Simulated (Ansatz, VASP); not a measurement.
# Sr: VASP beside Ansatz

```
Sr
1.0
    -2.32417    2.32417    2.32417
     2.32417   -2.32417    2.32417
     2.32417    2.32417   -2.32417
Sr
1
Direct
  0.00000 0.00000 0.00000
```

Alike in both runs: task single point; functional revPBE; k mesh 10 × 10 × 10; occupations fermi-dirac, width 0.1 eV; no spin polarisation.

```csv
,VASP,Ansatz
version,VASP 6.6.1,Ansatz 0.2.0
potentials or method,"VASP PAW PBE potentials, release 64 (Sr_sv), cutoff 520 eV","plane waves (420 eV) with PAW, scalar-relativistic"
valence electrons in the cell,10,10
```

|  | VASP | Ansatz | Ansatz less VASP |
| --- | --- | --- | --- |
| pressure (GPa) | 1.7 | 1.7 | -0.02 |

VASP's potentials were made for PBE, not for revPBE.
